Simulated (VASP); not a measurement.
Here is a VASP 6.6.1 calculation.

The input INCAR:

```
  ALGO = Normal
  EDIFF = 1E-6
  ENCUT = 500
  GGA = PE
  GGA_COMPAT = False
  ISIF = 2
  ISMEAR = 0
  LASPH = True
  LCHARG = False
  LREAL = False
  LWAVE = False
  NBANDS = 11
  NELM = 120
  PREC = Accurate
  SIGMA = 0.01
```

The input KPOINTS:

```
k-points
0
Gamma
  6 6 6
```

The input POSCAR:

```
AlP
1.0
    0.0000000000      2.7049708847      2.7049708847
    2.7049708847      0.0000000000      2.7049708847
    2.7049708847      2.7049708847      0.0000000000
Al P
1 1
Direct
    0.0000000000      0.0000000000      0.0000000000
    0.2500000000      0.2500000000      0.2500000000
```

Potentials or basis: VASP PAW PBE potentials, release 64 (Al, P).

Launch:

```sh
$ cat potpaw_PBE.64/Al/POTCAR potpaw_PBE.64/P/POTCAR > POTCAR
$ mpirun -np 1 vasp_std > vasp.out
```

Problem. Estimate the band gap on the k mesh.

Solution. 1.52 eV, indirect (least direct gap 3.54 eV).

Problem. What does it give for the pressure?

Solution. 4.9 GPa.

A k mesh can miss the band edges.
